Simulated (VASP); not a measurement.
# CdTe: single point with r2SCAN+rVV10

Crystal: CdTe.

```xyz
2
Lattice="3.7349 0.0000 0.0000 0.0000 3.7349 0.0000 0.0000 0.0000 3.7349" Properties=species:S:1:pos:R:3 pbc="T T T"
Cd    0.0000    0.0000    0.0000
Te    1.8674    1.8674    1.8674
```

| Item | Value |
| --- | --- |
| Program | VASP 6.6.1 |
| Task | single point |
| Functional | r2SCAN |
| Dispersion | rVV10 |
| Potentials or basis | VASP PAW PBE potentials, release 64 (Cd, Te) |
| Cutoff | 550 eV |
| k mesh | 8 × 8 × 8 |
| Occupations | fermi-dirac, width 0.03 eV |
| Spin | no spin polarisation |

| Quantity | Value |
| --- | --- |
| Pressure | 0.5 GPa |
| Band gap on the k mesh | zero (band 9 reaches 5.57 eV, above the bottom of band 10 at 3.85 eV) |

Levels at points of the mesh, in eV from the Fermi level:
```tsv
k point	band 5	band 6	band 7	band 8	band 9	band 10	band 11	band 12	band 13	band 14
(0.00, 0.00, 0.00)	-8.76	-8.76	-1.08	-1.08	-1.08	-0.63	5.27	5.27	10.37	10.37
(0.50, 0.00, 0.00)	-8.92	-8.75	-6.26	0.39	0.39	3.47	3.96	5.74	5.74	6.26
(0.50, 0.50, 0.00)	-8.63	-8.23	-4.58	-4.58	-1.92	0.72	7.19	7.19	7.91	8.53
(0.50, 0.50, 0.50)	-8.62	-8.62	-2.44	-2.44	-2.44	0.70	1.08	1.08	1.08	17.82
```

It took 82 s on 1 thread of AMD EPYC 9R45 96-Core Processor (Zen 5), on a shared host, peak memory 0.27 GiB.

Caveat: the PAW data sets were made with another functional, which shifts forces and pressure a little; spin-orbit coupling is left out, which moves the levels of the heavy elements.
